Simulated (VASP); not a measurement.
Here is a VASP 6.6.1 calculation.

Contents of INCAR:

```
SYSTEM = InSb
PREC = Accurate ; ENCUT = 520
EDIFF = 1E-7 ; ISMEAR = 0
SIGMA = 0.15 ; LREAL = .False.
LASPH = .True. ; NELM = 80
ALGO = Normal ; ISIF = 2
LWAVE = .False. ; LCHARG = .False.
GGA = PE ; NBANDS = 16
```

KPOINTS

```
Automatic mesh
0
Gamma
  16 16 16
  0 0 0
```

The input POSCAR:

```
InSb
1.0
    0.0000000000      3.4501219908      3.1847279916
    3.4501219908      0.0000000000      3.1847279916
    3.4501219908      3.4501219908      0.0000000000
In Sb
1 1
Direct
    0.0000000000      0.0000000000      0.0000000000
    0.7500000000      0.7500000000      0.7500000000
```

Potentials or basis: VASP PAW PBE potentials, release 64 (In_d, Sb).

Launch:

```bash
$ cat potpaw_PBE.64/In_d/POTCAR potpaw_PBE.64/Sb/POTCAR > POTCAR
$ mpirun -np 1 vasp_std > vasp.out
```

Estimate the pressure.

-1.3 GPa.

Estimate the band gap on the k mesh.

0.14 eV (least direct gap 0.32 eV).

Stress tensor (GPa, compression positive):
```
-1.94  0.00  0.00
 0.00 -1.94  0.00
 0.00  0.00 -0.11
```

Caveat: the cell differs from its parent crystal (strain +0.040 along x and y, -0.040 along z); semilocal functionals underestimate gaps, and a narrow one can read as zero; spin-orbit coupling is left out, which moves the levels of the heavy elements. A k mesh can miss the band edges.
